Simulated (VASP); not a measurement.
Here is a VASP 6.6.1 calculation.

Contents of INCAR:

```
SYSTEM = Sr
ALGO = Fast
EDIFF = 1E-6
ENCUT = 520
GGA = PS
ISIF = 2
ISMEAR = 0
LASPH = .True.
LCHARG = .False.
LREAL = .False.
LWAVE = .False.
NBANDS = 11
NELM = 80
PREC = Accurate
SIGMA = 0.03
```

The input KPOINTS:

```
k-points
0
Gamma
  10 10 10
  0 0 0
```

File POSCAR:

```
Sr
1.0
    0.0000000000      3.1184087500      2.9662912500
    3.1184087500      0.0000000000      2.9662912500
    3.1184087500      3.1184087500      0.0000000000
Sr
1
Direct
    0.0000000000      0.0000000000      0.0000000000
```

Potentials or basis: VASP PAW PBE potentials, release 64 (Sr_sv).

Launch:

```bash
$ cat potpaw_PBE.64/Sr_sv/POTCAR > POTCAR
$ mpirun -np 1 vasp_std > vasp.out
```

Question: Predict the pressure.

Answer: -1.1 GPa.

Question: What does it give for the band gap on the k mesh?

Answer: Zero (bands 5 and 6 overlap by 0.07 eV).

Stress tensor (GPa, compression positive):
```
-1.12  0.00  0.00
 0.00 -1.12  0.00
 0.00  0.00 -1.01
```

Caveat: the cell differs from its parent crystal (strain +0.025 along x and y, -0.025 along z); the PAW data sets were made with another functional, which shifts forces and pressure a little.
